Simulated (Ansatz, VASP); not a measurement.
## Two plane-wave programs on NbTe

Contents of INCAR:

```
PREC     = Accurate       # precision mode
ENCUT    = 520            # plane-wave cutoff, eV
EDIFF    = 1E-7           # SCF threshold, eV
ISMEAR   = -1             # smearing method
SIGMA    = 0.05           # smearing width, eV
LREAL    = False          # projectors in reciprocal space
LASPH    = True           # aspherical terms in the spheres
NELM     = 150            # most SCF steps
ALGO     = Normal         # electronic algorithm
ISIF     = 2              # what is computed and relaxed
LWAVE    = False          # write WAVECAR
LCHARG   = False          # write CHGCAR
LMAXMIX  = 4              # l up to which the mixer works
LDAU     = True           # DFT+U
LDAUTYPE = 2            
LDAUL    = -1 2           # shell
LDAUU    = 0 1            # U, eV
LDAUJ    = 0 0          
LDAUPRINT= 1            
NBANDS   = 16             # bands
```

KPOINTS

```
Automatic mesh
0
Gamma
  8 8 7
```

Contents of POSCAR:

```
NbTe
1.0
    3.7029743866      0.0000000000      0.0000000000
   -1.8514871933      3.2068698884      0.0000000000
    0.0000000000      0.0000000000      3.6942110000
Te Nb
1 1
Direct
    0.6666666667      0.3333333333      0.0000000000
    0.0000000000      0.0000000000      0.5000000000
```

Contents of input.yaml:

```yaml
crystal:
  lattice:
    - [3.7029743866, 0.0, 0.0]
    - [-1.8514871933, 3.2068698884, 0.0]
    - [0.0, 0.0, 3.694211]
  atoms:
    - { symbol: Te, position: [0.6666666667, 0.3333333333, 0.0] }
    - { symbol: Nb, position: [0.0, 0.0, 0.5] }
hamiltonian:
  xc: lda
  pseudopotentials: { kind: paw }
  hubbard: { sites: [{ species: Nb, l: d, u_eff: 1.0 }] }
kpoints:
  mp_grid: { grid: [8, 8, 7] }
  band_path:
    path:
      - [[0.0, 0.0, 0.0], [0.5, 0.0, 0.0], [0.3333333333, 0.3333333333, 0.0], [0.0, 0.0, 0.0], [0.0, 0.0, 0.5], [0.5, 0.0, 0.5], [0.3333333333, 0.3333333333, 0.5], [0.0, 0.0, 0.5]]
      - [[0.5, 0.0, 0.5], [0.5, 0.0, 0.0]]
      - [[0.3333333333, 0.3333333333, 0.0], [0.3333333333, 0.3333333333, 0.5]]
    npoints: 14
scf:
  occupations: { method: fermi_dirac, width: 0.05 }
  n_extra_bands: 6
output:
  forces: true
  stress: true
  eigenvalues: true
  fatbands: false
```

Alike in both runs: functional LDA; k mesh 8 × 8 × 7; occupations fermi-dirac, width 0.05 eV; no spin polarisation; Hubbard terms Nb d U = 1.0 eV.

|  | VASP | Ansatz |
| --- | --- | --- |
| version | VASP 6.6.1 | Ansatz 0.2.0 |
| potentials or method | VASP PAW LDA potentials, release 64 (Te, Nb_sv) | Ansatz PAW |
| plane-wave cutoff (eV) | 520 | 420 |
| valence electrons in the cell | 19 | 29 |
| task | single point | band structure |

```csv
,VASP,Ansatz,Ansatz less VASP
gap on the k mesh at the Fermi level (eV),none,none,-
pressure (GPa),-6.7,-7.3,-0.63
"traceless stress, the component that is largest in VASP (GPa)",-0.22,-0.39,-0.170
```

LDA's correlation is that of Perdew and Zunger in VASP and of Perdew and Wang (1992) in Ansatz. The programs project onto different local orbitals, so the same U acts differently, and such runs can settle in different states. A gap of «none» marks a metal or a gap that the smearing closes. VASP's potentials hold 19 valence electrons a cell and Ansatz's 29, so a difference there can come from the potentials and not from the codes.

Neither program's run includes spin-orbit coupling.
